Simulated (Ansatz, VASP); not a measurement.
## Pt in VASP and in Ansatz

```
CELL_PARAMETERS angstrom
2.70778 0.00000 0.00000
-1.35389 2.34500 0.00000
0.00000 0.00000 9.83831
ATOMIC_POSITIONS crystal
Pt 0.33333 0.66667 0.38128
Pt 0.66667 0.33333 0.88128
Pt 0.66667 0.33333 0.61872
Pt 0.33333 0.66667 0.11872
```

Alike in both runs: functional PBEsol; k mesh 15 × 15 × 8; occupations gaussian, width 0.1 eV; no spin polarisation.

Ansatz relaxed the structure, and its values are those at the end. VASP's run is a single point on that final structure, the one shown.

```csv
,VASP,Ansatz
version,VASP 6.6.1,Ansatz 0.2.0
potentials or method,"VASP PAW PBE potentials, release 64 (Pt), cutoff 520 eV","scalar-relativistic, plane waves, PAW"
valence electrons in the cell,40,72
```

Ansatz gave:

* gap on the k mesh at the Fermi level (eV): none
* pressure (GPa): 0.0

Task: Estimate VASP's values.

Result: gap on the k mesh at the Fermi level (eV): none; pressure (GPa): -0.4.

VASP's potentials were made for PBE, not for PBEsol. A gap of «none» marks a metal or a gap that the smearing closes. VASP's potentials hold 40 valence electrons a cell and Ansatz's 72, so a difference there can come from the potentials and not from the codes.

Spin-orbit coupling is off throughout.
